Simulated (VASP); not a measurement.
A run of VASP 6.6.1:

File POSCAR:

```
Ba
1.0
    4.5755308755      0.0324180189      0.0229230010
    2.3158402657      3.9463169645      0.0229230010
    2.3158402657      1.3370510008      3.7129823148
Ba
1
Direct
    0.0000000000      0.0000000000      0.0000000000
```

File INCAR.step1:

```
SYSTEM = Ba
  ALGO = Normal
  EDIFF = 1E-4
  ENCUT = 520
  GGA = PE
  ISMEAR = 1
  ISYM = 0
  LASPH = .TRUE.
  LCHARG = .FALSE.
  LREAL = .FALSE.
  LWAVE = .TRUE.
  NBANDS = 11
  NELM = 80
  PREC = Accurate
  SIGMA = 0.1
```

File INCAR.step2:

```
SYSTEM = Ba
  ALGO = Normal
  EDIFF = 1E-7
  ENCUT = 520
  ISIF = 2
  ISMEAR = 1
  ISTART = 1
  ISYM = 0
  LASPH = .TRUE.
  LCHARG = .FALSE.
  LMIXTAU = .TRUE.
  LREAL = .FALSE.
  LWAVE = .FALSE.
  METAGGA = R2SCAN
  NBANDS = 11
  NELM = 80
  PREC = Accurate
  SIGMA = 0.1
```

KPOINTS

```
Automatic mesh
0
Gamma
  6 6 6
  0.5 0.5 0.5
```

Potentials or basis: VASP PAW PBE potentials, release 64 (Ba_sv).

Launch:

```console
$ cat potpaw_PBE.64/Ba_sv/POTCAR > POTCAR
$ cp INCAR.step1 INCAR
$ mpirun -np 1 vasp_std > vasp.out
$ cp INCAR.step2 INCAR
$ mpirun -np 1 vasp_std > vasp.out
```

Hardware: 1 thread of Intel(R) Xeon(R) 6975P-C (Granite Rapids), on a shared host.

**Question.** Estimate the wall time of this run.

**Answer.** Wall time 2.3 min on 1 thread of Intel(R) Xeon(R) 6975P-C (Granite Rapids), on a shared host, peak memory 0.26 GiB. Counts: k points 108.
